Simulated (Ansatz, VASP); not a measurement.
## Al in VASP and in Ansatz

```
CELL_PARAMETERS angstrom
0.00000 1.76521 2.49600
1.76521 0.00000 2.49600
1.76521 1.76521 0.00000
ATOMIC_POSITIONS crystal
Al 0.00000 0.00000 0.00000
```

Alike in both runs: task single point; functional PBEsol; dispersion D3(BJ); k mesh 28 × 28 × 28; occupations gaussian, width 0.15 eV; no spin polarisation.

|  | VASP | Ansatz |
| --- | --- | --- |
| version | VASP 6.6.1 | Ansatz 0.2.0 |
| potentials or method | VASP PAW PBE potentials, release 64 (Al), cutoff 520 eV | scalar-relativistic, plane waves, PAW |
| valence electrons in the cell | 3 | 3 |

|  | VASP | Ansatz | Ansatz less VASP |
| --- | --- | --- | --- |
| gap on the k mesh at the Fermi level (eV) | none | none | - |
| pressure (GPa) | 10.8 | 10.7 | -0.14 |
| traceless stress, the component that is largest in VASP (GPa) | -23.96 | -23.85 | +0.110 |

VASP's potentials were made for PBE, not for PBEsol. A gap of «none» marks a metal or a gap that the smearing closes.
